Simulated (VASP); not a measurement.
Input of a VASP 6.6.1 run:

Contents of POSCAR:

```
C
1.0
    2.5220988435      0.0000000000      0.0000000000
   -1.2610494217      2.1842016693      0.0000000000
    0.0000000000      0.0000000000      8.2371000000
C
8
Direct
    0.0000000000      0.0000000000      0.0937500000
    0.0000000000      0.0000000000      0.5937500000
    0.0000000000      0.0000000000      0.4062500000
    0.0000000000      0.0000000000      0.9062500000
    0.3477288441      0.6954576882      0.1589491583
    0.6666666667      0.3333333333      0.6562500000
    0.3333333333      0.6666666667      0.3437500000
    0.6666666667      0.3333333333      0.8437500000
```

File INCAR.step1:

```
SYSTEM = C
PREC = Accurate
ENCUT = 520
ISMEAR = 0
SIGMA = 0.05
LREAL = .False.
LASPH = .True.
NELM = 80
NBANDS = 26
GGA = PE
ALGO = Normal
EDIFF = 1E-4
LWAVE = .True.
LCHARG = .False.
```

Contents of INCAR.step2:

```
SYSTEM = C
PREC = Accurate
ENCUT = 520
EDIFF = 1E-6
ISMEAR = 0
SIGMA = 0.05
LREAL = .False.
LASPH = .True.
NELM = 80
ALGO = Normal
ISIF = 2
LWAVE = .False.
LCHARG = .True.
METAGGA = R2SCAN
LMIXTAU = .True.
LELF = .True.
LVHAR = .True.
NBANDS = 26
ISTART = 1
```

The input KPOINTS:

```
regular mesh
0
Gamma
  12 12 4
  0 0 0
```

Potentials or basis: VASP PAW PBE potentials, release 64 (C).

Command:

```bash
$ cat potpaw_PBE.64/C/POTCAR > POTCAR
$ cp INCAR.step1 INCAR
$ mpirun -np 1 vasp_std > vasp.out
$ cp INCAR.step2 INCAR
$ mpirun -np 1 vasp_std > vasp.out
```

Task: Estimate the pressure.

Result: -0.4 GPa.

Task: Estimate the largest force.

Result: 2.521 eV/Å.

Stress tensor (GPa, compression positive):
```
-4.64  0.00  0.00
 0.00 -5.21 -0.49
 0.00 -0.49  8.55
```

Caveat: the cell differs from its parent crystal (atom 5 (C) moved -0.067 Å towards its neighbour atom 1 (C) at 1.544 Å); the stress differs along the axes, from -5 to 9 GPa; the PAW data sets were made with another functional, which shifts forces and pressure a little.
